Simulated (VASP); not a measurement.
# PbF2 (Pnma) in VASP: a series of runs

PbF2 is run at these levels: PBE; tasks: relaxation of shape and atoms at fixed volume, single point.

Everything below comes from runs of VASP 6.6.1. Logs are shortened: lines on timing, memory, paths and dates and some standing lists are left out, and cuts for length are marked.

**1. The cell of the first run**

Symmetry: Pnma, No. 62, orthorhombic system. The conventional cell has a = 6.489 Å, b = 3.897 Å, c = 7.724 Å, α = 90.00°, β = 90.00°, γ = 90.00°. Pb (site symmetry m) has 9 F at 2.38 to 3.19 Å within 3.2 Å. Within 3.2 Å of F (site symmetry m) lie 4 Pb at 2.46 to 2.65 Å and 7 F at 2.90 to 3.10 Å. F (site symmetry m) has 5 Pb at 2.38 to 3.19 Å and 7 F at 2.96 to 3.10 Å within 3.2 Å.

**2. Relaxation of shape and atoms at fixed volume, PBE (16.28 Å³/atom)**

INCAR reads:

```
SYSTEM = PbF2
PREC = Accurate
ENCUT = 600
EDIFF = 1E-7
ISMEAR = 0
SIGMA = 0.05
LREAL = .FALSE.
LASPH = .TRUE.
NELM = 120
ALGO = Normal
ISIF = 4
LWAVE = .FALSE.
LCHARG = .FALSE.
GGA = PE
IBRION = 2
NSW = 60
EDIFFG = -0.01
GGA_COMPAT = .FALSE.
NELMIN = 4
KPAR = 4
```

KPOINTS reads:

```
regular mesh
0
G
  4 6 4
  0 0 0
```

POSCAR reads:

```
PbF2
1.0
    6.4889642985      0.0000000000      0.0000000000
    0.0000000000      3.8970622740      0.0000000000
    0.0000000000      0.0000000000      7.7239608671
Pb F
4 8
Direct
    0.7423393933      0.7500000000      0.0964590177
    0.2576606067      0.2500000000      0.9035409823
    0.7576606067      0.2500000000      0.5964590177
    0.2423393933      0.7500000000      0.4035409823
    0.1415830493      0.7500000000      0.0714960959
    0.8584169507      0.2500000000      0.9285039041
    0.3584169507      0.2500000000      0.5714960959
    0.6415830493      0.7500000000      0.4285039041
    0.5159388872      0.7500000000      0.8536320534
    0.4840611128      0.2500000000      0.1463679466
    0.9840611128      0.2500000000      0.3536320534
    0.0159388872      0.7500000000      0.6463679466
```

Potentials or basis: VASP PAW PBE potentials, release 64 (Pb_d, F).

On the command line:

```bash
$ cat potpaw_PBE.64/Pb_d/POTCAR potpaw_PBE.64/F/POTCAR > POTCAR
$ mpirun -np 4 vasp_std > vasp.out
```

OUTCAR:

```text
SYSTEM = PbF2
   PREC = Accurate
   ENCUT = 600
   EDIFF = 1E-7
   ISMEAR = 0
   LREAL = .FALSE.
   LASPH = .TRUE.
   NELM = 120
   ISIF = 4
   GGA = PE
   IBRION = 2
   NSW = 60
   EDIFFG = -0.01
   NELMIN = 4

 ion  position               nearest neighbor table
   1  0.742  0.750  0.096-   9 2.38   6 2.46   6 2.46   5 2.60  10 2.60  10 2.60   8 2.65   2 3.99
                             2 3.99   4 4.02   4 4.02
   2  0.258  0.250  0.904-  10 2.38   5 2.46   5 2.46   6 2.60   9 2.60   9 2.60   7 2.65   1 3.99
                             1 3.99   3 4.02   3 4.02
   3  0.758  0.250  0.596-  11 2.38   8 2.46   8 2.46   7 2.60  12 2.60  12 2.60   6 2.65   4 3.99
                             4 3.99   2 4.02   2 4.02
   4  0.242  0.750  0.404-  12 2.38   7 2.46   7 2.46   8 2.60  11 2.60  11 2.60   5 2.65   3 3.99
                             3 3.99   1 4.02   1 4.02
   5  0.142  0.750  0.071-   2 2.46   2 2.46   1 2.60   4 2.65
   6  0.858  0.250  0.929-   1 2.46   1 2.46   2 2.60   3 2.65
   7  0.358  0.250  0.571-   4 2.46   4 2.46   3 2.60   2 2.65
   8  0.642  0.750  0.429-   3 2.46   3 2.46   4 2.60   1 2.65
   9  0.516  0.750  0.854-   1 2.38   2 2.60   2 2.60
  10  0.484  0.250  0.146-   2 2.38   1 2.60   1 2.60
  11  0.984  0.250  0.354-   3 2.38   4 2.60   4 2.60
  12  0.016  0.750  0.646-   4 2.38   3 2.60   3 2.60

  LATTYP: Found a simple orthorhombic cell.
 ALAT       =     3.8970622740
 B/A-ratio  =     1.6650912514
 C/A-ratio  =     1.9819957507

  Lattice vectors:

 A1 = (   0.0000000000,  -3.8970622740,   0.0000000000)
 A2 = (   6.4889642985,   0.0000000000,   0.0000000000)
 A3 = (   0.0000000000,   0.0000000000,   7.7239608671)

Analysis of symmetry for initial positions (statically):
=====================================================================
 Subroutine PRICEL returns:
 Original cell was already a primitive cell.

 Routine SETGRP: Setting up the symmetry group for a
 simple orthorhombic supercell.

 Subroutine GETGRP returns: Found  8 space group operations
 (whereof  2 operations were pure point group operations)
 out of a pool of  8 trial point group operations.

The static configuration has the point symmetry S_2 .
 The point group associated with its full space group is D_2h.

Analysis of symmetry for dynamics (positions and initial velocities):
=====================================================================
 Subroutine PRICEL returns:
 Original cell was already a primitive cell.

 Routine SETGRP: Setting up the symmetry group for a
 simple orthorhombic supercell.

 Subroutine GETGRP returns: Found  8 space group operations
 (whereof  2 operations were pure point group operations)
 out of a pool of  8 trial point group operations.

The dynamic configuration has the point symmetry S_2 .
 The point group associated with its full space group is D_2h.

 Subroutine INISYM returns: Found  8 space group operations
 (whereof  2 operations are pure point group operations),
 and found     1 'primitive' translations

----------------------------------------------------------------------------------------

                                     Primitive cell

  volume of cell :     195.3227

  direct lattice vectors                    reciprocal lattice vectors
     6.488964299  0.000000000  0.000000000     0.154107798  0.000000000  0.000000000
     0.000000000  3.897062274  0.000000000     0.000000000  0.256603546  0.000000000
     0.000000000  0.000000000  7.723960867     0.000000000  0.000000000  0.129467254

  length of vectors
     6.488964299  3.897062274  7.723960867     0.154107798  0.256603546  0.129467254

  position of ions in fractional coordinates (direct lattice)
     0.742339393  0.750000000  0.096459018
     0.257660607  0.250000000  0.903540982
     0.757660607  0.250000000  0.596459018
     0.242339393  0.750000000  0.403540982
     0.141583049  0.750000000  0.071496096
     0.858416951  0.250000000  0.928503904
     0.358416951  0.250000000  0.571496096
     0.641583049  0.750000000  0.428503904
     0.515938887  0.750000000  0.853632053
     0.484061113  0.250000000  0.146367947
     0.984061113  0.250000000  0.353632053
     0.015938887  0.750000000  0.646367947

  ion indices of the primitive-cell ions
   primitive index   ion index
                 1           1
                 2           2
                 3           3
                 4           4
                 5           5
                 6           6
                 7           7
                 8           8
                 9           9
                10          10
                11          11
                12          12

----------------------------------------------------------------------------------------

 KPOINTS: regular mesh

Automatic generation of k-mesh.
 Grid dimensions read from file:
 generate k-points for:    4    6    4

 Generating k-lattice:

  Cartesian coordinates                     Fractional coordinates (reciprocal lattice)
     0.038526950  0.000000000  0.000000000     0.250000000  0.000000000  0.000000000
     0.000000000  0.042767258  0.000000000     0.000000000  0.166666667  0.000000000
     0.000000000  0.000000000  0.032366813     0.000000000  0.000000000  0.250000000

  Length of vectors
     0.038526950  0.042767258  0.032366813

  Shift w.r.t. Gamma in fractional coordinates (k-lattice)
     0.000000000  0.000000000  0.000000000

 Subroutine IBZKPT returns following result:
 ===========================================

 Found     36 irreducible k-points:

 Following reciprocal coordinates:
            Coordinates               Weight
  0.000000  0.000000  0.000000      1.000000
  0.250000  0.000000  0.000000      2.000000
  0.500000  0.000000  0.000000      1.000000
  0.000000  0.166667  0.000000      2.000000
  0.250000  0.166667  0.000000      4.000000
  0.500000  0.166667  0.000000      2.000000
[... 16 lines left out ...]
  0.250000  0.500000  0.250000      4.000000
  0.500000  0.500000  0.250000      2.000000
 [... further k-points ...]
   k-points           NKPTS =     36   k-points in BZ     NKDIM =     36   number of bands    NBANDS=     67
   number of dos      NEDOS =    301   number of ions     NIONS =     12
   total plane-waves  NPLWV = 110592
   dimension x,y,z NGX =    54 NGY =   32 NGZ =   64
   dimension x,y,z NGXF=   108 NGYF=   64 NGZF=  128
   ions per type =               4   8
   NGX,Y,Z   is equivalent  to a cutoff of  13.83, 13.65, 13.77 a.u.
   NGXF,Y,Z  is equivalent  to a cutoff of  27.67, 27.30, 27.55 a.u.
 SYSTEM =  PbF2
   PREC   = accura    normal or accurate (medium, high low for compatibility)
   ISTART =      0    job   : 0-new  1-cont  2-samecut
   ICHARG =      2    charge: 1-file 2-atom 10-const
   ISPIN  =      1    spin polarized calculation?
   LNONCOLLINEAR =      F non collinear calculations
   LSORBIT =      F    spin-orbit coupling
   LASPH  =      T    aspherical Exc in radial PAW
   ENCUT  =  600.0 eV  44.10 Ry    6.64 a.u.  12.96  7.78 15.43*2*pi/ulx,y,z
   NELM   =    120;   NELMIN=  4; NELMDL= -5     # of ELM steps
   EDIFF  = 0.1E-06   stopping-criterion for ELM
   LREAL  =      F    real-space projection
   EDIFFG = -.1E-01   stopping-criterion for IOM
   NSW    =     60    number of steps for IOM
   IBRION =      2    ionic relax: 0-MD 1-quasi-New 2-CG
   NFREE  =      1    steps in history (QN), initial steepest desc. (CG)
   ISIF   =      4    stress and relaxation
   ISYM   =      2    0-nonsym 1-usesym 2-fastsym
   POTIM  = 0.5000    time-step for ionic-motion
   TEBEG  =    0.0;   TEEND  =   0.0 temperature during run
   PSTRESS=    0.0 pullay stress
   NELECT =     112.0000    total number of electrons
   NUPDOWN=      -1.0000    fix difference up-down
   EMIN   =  10.00;   EMAX   =-10.00  energy-range for DOS
   EFERMI =   0.00;   METHOD = LEGACY
   ISMEAR =     0;   SIGMA  =   0.05  broadening in eV -4-tet -1-fermi 0-gaus
   EFERMI_NEDOS =   21; number of points for ismear=-14 and -15
   IALGO  =     38    algorithm
   IMIX   =      4    mixing-type and parameters
     AMIX     =   0.40;   BMIX     =  1.00
     AMIX_MAG =   1.60;   BMIX_MAG =  1.00
  volume/ion in A,a.u.               =      16.28       109.84
  Fermi-wavevector in a.u.,A,eV,Ry     =   1.360076  2.570171 25.168156  1.849807
  Thomas-Fermi vector in A             =   2.486769
   LORBIT       =      0    0 simple, 1 ext, 2 COOP (PROOUT), +10 PAW based schemes
   GGA     = PE    functional components
   LHFCALC =     F    Hartree Fock is set to
   AEXX    =    0.0000 exact exchange contribution
   IVDW    =     0    specifies the selected vdW correction
   LEPSILON=     F    determine dielectric tensor
   LRPA    =     F    only Hartree local field effects (RPA)
 conjugate gradient relaxation of ions
 non-spin polarized calculation
 Gauss-broadening in eV      SIGMA  =   0.05
  energy-cutoff  :      600.00
  volume of cell :      195.32
 maximum number of plane-waves:      6548
 NGX is ok and might be reduce to    54
   NGX = 25   NGY = 15   NGZ = 31

--------------------------------------- Ionic step        1  -------------------------------------------

 number of electron     111.9999964 magnetization

 Free energy of the ion-electron system (eV)
  ---------------------------------------------------
  ext. energy  EPLUGINS =         0.00000000
  ---------------------------------------------------
  free energy    TOTEN  =       -57.06086926 eV

  energy without entropy =      -57.06086926  energy(sigma->0) =      -57.06086926

------------------------ aborting loop because EDIFF is reached ----------------------------------------

  FORCE on cell =-STRESS in cart. coord.  units (eV):
  Direction    XX          YY          ZZ          XY          YZ          ZX
  --------------------------------------------------------------------------------------
  -------------------------------------------------------------------------------------
  Total        3.5349901      3.6071043      3.4739715     -0.0000000      0.0000000      0.0000000
  in kB       28.9965277     29.5880595     28.4960090     -0.0000000      0.0000000      0.0000000
  external PRESSURE =      29.0268654 kB  Pullay stress =       0.0000000 kB
[... 119 lines left out ...]
  FREE ENERGIE OF THE ION-ELECTRON SYSTEM (eV)
  ---------------------------------------------------
  free  energy   TOTEN  =       -57.0905371900 eV

  energy  without entropy=      -57.0905371900  energy(sigma->0) =      -57.09053719

[... ionic steps 4 to 8 ...]

--------------------------------------- Ionic step        9  -------------------------------------------

 number of electron     111.9999961 magnetization

------------------------ aborting loop because EDIFF is reached ----------------------------------------

  FORCE on cell =-STRESS in cart. coord.  units (eV):
  Direction    XX          YY          ZZ          XY          YZ          ZX
  --------------------------------------------------------------------------------------
  -------------------------------------------------------------------------------------
  Total        1.8901382      1.8341457      1.8818163      0.0000000      0.0000000      0.0000000
  in kB       15.5042707     15.0449801     15.4360088      0.0000000      0.0000000      0.0000000
  external PRESSURE =      15.3284199 kB  Pullay stress =       0.0000000 kB
[... 77 lines left out ...]
  energy  without entropy=      -57.0974784826  energy(sigma->0) =      -57.09747848

--------------------------------------- Ionic step       11  -------------------------------------------

 number of electron     111.9999964 magnetization

 Free energy of the ion-electron system (eV)
  ---------------------------------------------------
  ext. energy  EPLUGINS =         0.00000000
  ---------------------------------------------------
  free energy    TOTEN  =       -57.09767710 eV

  energy without entropy =      -57.09767710  energy(sigma->0) =      -57.09767710

 E-fermi :   2.7567     XC(G=0):  -9.9016

 val. band max:        2.4497423856   @ k =   0.0000   0.3333   0.0000
 cond. band min:       6.8011082893   @ k =   0.0000   0.0000   0.0000
 fundamental gap:      4.3513659037
 Fermi energy:         2.7567240068

 k-point     1 :       0.0000    0.0000    0.0000
  band No.  band energies     occupation
      1     -18.8023      2.00000
      2     -18.6829      2.00000
      3     -18.4789      2.00000
      4     -18.4671      2.00000
      5     -18.2219      2.00000
      6     -18.1828      2.00000
[... 1669 lines left out ...]
     66      10.0964      0.00000
     67      10.0964      0.00000

 [... further k-points ...]
[... 5 lines left out ...]
  --------------------------------------------------------------------------------------
  -------------------------------------------------------------------------------------
  Total        1.8864575      1.8235005      1.8817194      0.0000000      0.0000000      0.0000000
  in kB       15.4740794     14.9576602     15.4352136      0.0000000      0.0000000      0.0000000
  external PRESSURE =      15.2889844 kB  Pullay stress =       0.0000000 kB
[... 27 lines left out ...]
  FREE ENERGIE OF THE ION-ELECTRON SYSTEM (eV)
  ---------------------------------------------------
  free  energy   TOTEN  =       -57.0976770979 eV

  energy  without entropy=      -57.0976770979  energy(sigma->0) =      -57.09767710

 reached required accuracy - stopping structural energy minimisation
```

Wall time 18 min (4 MPI ranks of Intel Xeon Platinum 8488C (Sapphire Rapids), shared host); peak memory 0.61 GiB.

What came out:

- Free energy: -57.0977 eV
- Energy gained by relaxing: 3.1 meV/atom
- Ionic steps: 11
- Pressure after relaxing: 1.5 GPa
- Largest force after relaxing: 0.005 eV/Å
- Band gap on the k mesh: 4.35 eV (least direct gap 4.58 eV)

Forces on the atoms (eV/Å):
```
Pb  -0.001  0.000  0.003
Pb   0.001  0.000 -0.003
Pb   0.001  0.000  0.003
Pb  -0.001  0.000 -0.003
F   -0.001  0.000 -0.005
F    0.001  0.000  0.005
F    0.001  0.000 -0.005
F   -0.001  0.000  0.005
F    0.000  0.000  0.003
F    0.000  0.000 -0.003
F    0.000  0.000  0.003
F    0.000  0.000 -0.003
```

Step by step:
| step | energy change (eV) | largest force (eV/Å) | pressure (GPa) | volume (Å³) |
| --- | --- | --- | --- | --- |
| 1 | 0.0000 | 0.2176 | 2.90 | 195.32 |
| 2 | -0.0127 | 0.1567 | 2.63 | 195.32 |
| 3 | -0.0297 | 0.0551 | 1.90 | 195.32 |
| 4 | -0.0298 | 0.0519 | 1.84 | 195.32 |
| 5 | -0.0314 | 0.0449 | 1.80 | 195.32 |
| 6 | -0.0333 | 0.0404 | 1.70 | 195.32 |
| 7 | -0.0347 | 0.0283 | 1.65 | 195.32 |
| 8 | -0.0361 | 0.0191 | 1.55 | 195.32 |
| 9 | -0.0366 | 0.0105 | 1.53 | 195.32 |
| 10 | -0.0366 | 0.0105 | 1.53 | 195.32 |
| 11 | -0.0368 | 0.0050 | 1.53 | 195.32 |

Final structure:
```cif
data_structure
_symmetry_space_group_name_H-M 'P 1'
_symmetry_Int_Tables_number 1
_cell_length_a 6.4777
_cell_length_b 3.9114
_cell_length_c 7.7089
_cell_angle_alpha 90.000
_cell_angle_beta 90.000
_cell_angle_gamma 90.000
_cell_volume 195.32
loop_
_atom_site_label
_atom_site_type_symbol
_atom_site_fract_x
_atom_site_fract_y
_atom_site_fract_z
_atom_site_occupancy
Pb1 Pb 0.74397 0.75000 0.10303 1
Pb2 Pb 0.25603 0.25000 0.89697 1
Pb3 Pb 0.75603 0.25000 0.60303 1
Pb4 Pb 0.24397 0.75000 0.39697 1
F1 F 0.14120 0.75000 0.06912 1
F2 F 0.85880 0.25000 0.93088 1
F3 F 0.35880 0.25000 0.56912 1
F4 F 0.64120 0.75000 0.43088 1
F5 F 0.52220 0.75000 0.84642 1
F6 F 0.47780 0.25000 0.15358 1
F7 F 0.97780 0.25000 0.34642 1
F8 F 0.02220 0.75000 0.65358 1
```

Levels at points of the mesh, in eV from the valence-band top:
| k point | band 52 | band 53 | band 54 | band 55 | band 56 | band 57 | band 58 | band 59 | band 60 | band 61 |
| --- | --- | --- | --- | --- | --- | --- | --- | --- | --- | --- |
| (0.00, 0.00, 0.00) | -1.70 | -1.63 | -0.36 | -0.29 | -0.22 | 4.35 | 4.85 | 5.67 | 5.77 | 6.71 |
| (0.50, 0.00, 0.00) | -1.69 | -0.90 | -0.90 | -0.25 | -0.25 | 4.43 | 4.43 | 5.43 | 5.43 | 7.02 |
| (0.00, 0.50, 0.00) | -1.69 | -0.63 | -0.63 | -0.13 | -0.13 | 4.88 | 4.88 | 5.60 | 5.60 | 6.45 |
| (0.50, 0.50, 0.00) | -1.75 | -0.46 | -0.46 | -0.46 | -0.46 | 4.91 | 4.91 | 4.91 | 4.91 | 6.73 |
| (0.00, 0.00, 0.50) | -1.68 | -1.12 | -1.12 | -0.18 | -0.18 | 4.97 | 4.97 | 5.86 | 5.86 | 6.12 |
| (0.50, 0.00, 0.50) | -1.72 | -0.56 | -0.56 | -0.56 | -0.56 | 4.76 | 4.76 | 4.97 | 4.97 | 7.07 |
| (0.00, 0.50, 0.50) | -1.62 | -0.41 | -0.41 | -0.20 | -0.20 | 4.46 | 4.46 | 5.99 | 5.99 | 6.33 |
| (0.50, 0.50, 0.50) | -1.70 | -0.43 | -0.43 | -0.43 | -0.43 | 4.81 | 4.81 | 4.81 | 4.81 | 6.90 |

Caveat: spin-orbit coupling is left out, which moves the levels of the heavy elements.

(Continued in part 2 of 2.)
